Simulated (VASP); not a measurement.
A run of VASP 6.6.1:

The input INCAR:

```
ALGO     = Normal         # electronic algorithm
EDIFF    = 1E-6           # SCF threshold, eV
ENCUT    = 520            # plane-wave cutoff, eV
GGA      = PE             # functional
ISIF     = 2              # what is computed and relaxed
ISMEAR   = 0              # smearing method
LASPH    = T              # aspherical terms in the spheres
LCHARG   = F              # write CHGCAR
LREAL    = F              # projectors in reciprocal space
LWAVE    = F              # write WAVECAR
NBANDS   = 16             # bands
NELM     = 80             # most SCF steps
PREC     = Accurate       # precision mode
SIGMA    = 0.1            # smearing width, eV
```

Contents of KPOINTS:

```
k-points
0
Gamma
  4 4 4
```

File POSCAR:

```
BeS
1.0
    3.7977291003     -2.8445944856      0.0000000000
    3.7977291003      2.8445944856      0.0000000000
    0.0000000000      0.0000000000      5.2097738211
Be S
2 2
Direct
    0.5000000000      0.5000000000      0.0000000000
    0.0000000000      0.0000000000      0.0000000000
    0.7500000000      0.2500000000      0.7593429621
    0.2500000000      0.7500000000      0.2406570379
```

Potentials or basis: VASP PAW PBE potentials, release 64 (Be, S).

Run with:

```console
$ cat potpaw_PBE.64/Be/POTCAR potpaw_PBE.64/S/POTCAR > POTCAR
$ mpirun -np 1 vasp_std > vasp.out
```

Hardware: 1 thread of Intel(R) Xeon(R) Platinum 8375C CPU @ 2.90GHz (Ice Lake) (shared host).

Q: How long does it take, and how much memory?

A: It took 27 s on 1 thread of Intel(R) Xeon(R) Platinum 8375C CPU @ 2.90GHz (Ice Lake), on a shared host, peak memory 0.22 GiB. Counts: scf iterations 14, k points 21.
